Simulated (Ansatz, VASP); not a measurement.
## Two plane-wave programs on P

```xyz
2
Lattice="3.4490 0.0000 0.0000 -1.7245 2.9869 0.0000 0.0000 0.0000 28.0000" Properties=species:S:1:pos:R:3 pbc="T T T"
P     0.0000    1.9913   14.6670
P     1.7245    0.9956   13.3330
```

Alike in both runs: task single point; functional PBE; dispersion D3(BJ); k mesh 9 × 9 × 1; occupations gaussian, width 0.02 eV; no spin polarisation.

|  | VASP | Ansatz |
| --- | --- | --- |
| version | VASP 6.6.1 | Ansatz 0.2.0 |
| potentials or method | VASP PAW PBE potentials, release 64 (P), cutoff 520 eV | scalar-relativistic, plane waves, PAW |
| valence electrons in the cell | 10 | 10 |

|  | VASP | Ansatz | Ansatz less VASP |
| --- | --- | --- | --- |
| gap on the k mesh at the Fermi level (eV) | 1.91 | 1.91 | -0.003 |
| least direct gap on the mesh (eV) | 2.35 | 2.32 | -0.031 |
| rms of the force components (eV/Å) | 1.018 | 0.985 | -0.0338 |

Atom by atom the forces differ by 0.034 eV/Å (rms over components).
